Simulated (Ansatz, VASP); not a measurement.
## ScSi2O3: VASP beside Ansatz

File INCAR:

```
SYSTEM = ScSi2O3
  ALGO = Normal
  EDIFF = 1E-7
  ENCUT = 520
  GGA = PE
  ISIF = 2
  ISMEAR = 0
  LASPH = .True.
  LCHARG = .True.
  LELF = .True.
  LREAL = .False.
  LVHAR = .True.
  LWAVE = .False.
  NBANDS = 28
  NELM = 80
  PREC = Accurate
  SIGMA = 0.1
```

The input KPOINTS:

```
k-points
0
Gamma
  6 6 4
  0 0 0
```

Contents of POSCAR:

```
ScSi2O3
1.0
    3.1728226500      0.0000000000      0.0000000000
    0.0000000000      3.1728226500      0.0000000000
    0.0000000000      0.0000000000      6.7467778400
Sc Si O
1 2 3
Direct
    0.0000000000      0.0000000000      0.6217470200
    0.5000000000      0.5000000000      0.7365469900
    0.0000000000      0.0000000000      0.2648670100
    0.5000000000      0.0000000000      0.9998509900
    0.0000000000      0.5000000000      0.9998509900
    0.5000000000      0.5000000000      0.3771390000
```

Input for Ansatz:

```yaml
crystal:
  lattice:
    - [3.17282265, 0.0, 0.0]
    - [0.0, 3.17282265, 0.0]
    - [0.0, 0.0, 6.74677784]
  atoms:
    - { symbol: Sc, position: [0.0, 0.0, 0.62174702] }
    - { symbol: Si, position: [0.5, 0.5, 0.73654699] }
    - { symbol: Si, position: [0.0, 0.0, 0.26486701] }
    - { symbol: O, position: [0.5, 0.0, 0.99985099] }
    - { symbol: O, position: [0.0, 0.5, 0.99985099] }
    - { symbol: O, position: [0.5, 0.5, 0.377139] }
basis:
  ecutwfc: 420
kpoints:
  mp_grid: { grid: [6, 6, 4] }
hamiltonian:
  xc: pbe
scf:
  occupations: { method: gaussian, width: 0.1 }
  lower_state_search: "off"
output:
  forces: true
  stress: true
  eigenvalues: true
```

Change from the starting cell: species swapped into the Zr2As3Se type (P4mm, No. 99).

Alike in both runs: task single point; functional PBE; k mesh 6 × 6 × 4; occupations gaussian, width 0.1 eV; no spin polarisation.

```csv
,VASP,Ansatz
version,VASP 6.6.1,Ansatz 0.2.0
potentials or method,"VASP PAW PBE potentials, release 64 (Sc_sv, Si, O), cutoff 520 eV","scalar-relativistic, plane waves, PAW"
valence electrons in the cell,37,37
```

|  | VASP | Ansatz | Ansatz less VASP |
| --- | --- | --- | --- |
| gap on the k mesh at the Fermi level (eV) | none | none | - |
| pressure (GPa) | 14.5 | 14.3 | -0.13 |
| traceless stress, the component that is largest in VASP (GPa) | -16.30 | -16.31 | -0.012 |
| rms of the force components (eV/Å) | 2.034 | 2.031 | -0.0025 |

Atom by atom the forces differ by 0.004 eV/Å (rms over components). A gap of «none» marks a metal or a gap that the smearing closes. With one functional, cell and mesh, what is left measures potentials, basis and numerics.
